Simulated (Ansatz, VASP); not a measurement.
**One calculation of Pt, two programs**

```
CELL_PARAMETERS angstrom
0.00000 1.97229 1.97229
1.97229 0.00000 1.97229
1.97229 1.97229 0.00000
ATOMIC_POSITIONS crystal
Pt 0.00000 0.00000 0.00000
```

Alike in both runs: task single point; functional LDA; k mesh 23 × 23 × 23; occupations fermi-dirac, width 0.05 eV; collinear spin.

```csv
,VASP,Ansatz
version,VASP 6.6.1,Ansatz 0.2.0
potentials or method,"VASP PAW LDA potentials, release 64 (Pt), cutoff 520 eV","plane waves (420 eV) with PAW, scalar-relativistic"
valence electrons in the cell,10,18
```

Ansatz gave:

| Quantity | Value |
| --- | --- |
| pressure (GPa) | -10.7 |
| net moment per atom (μB) | 0.00 |

Q: What did VASP give for the same quantities?

A: Pressure (GPa): -10.1; net moment per atom (μB): 0.00.

Ansatz warns that its potentials were made for another functional, while VASP's fit it. LDA's correlation is that of Perdew and Zunger in VASP and of Perdew and Wang (1992) in Ansatz. VASP's potentials hold 10 valence electrons a cell and Ansatz's 18, so a difference there can come from the potentials and not from the codes. Ansatz's warnings: seeded moment not kept.

Spin-orbit coupling is off throughout.
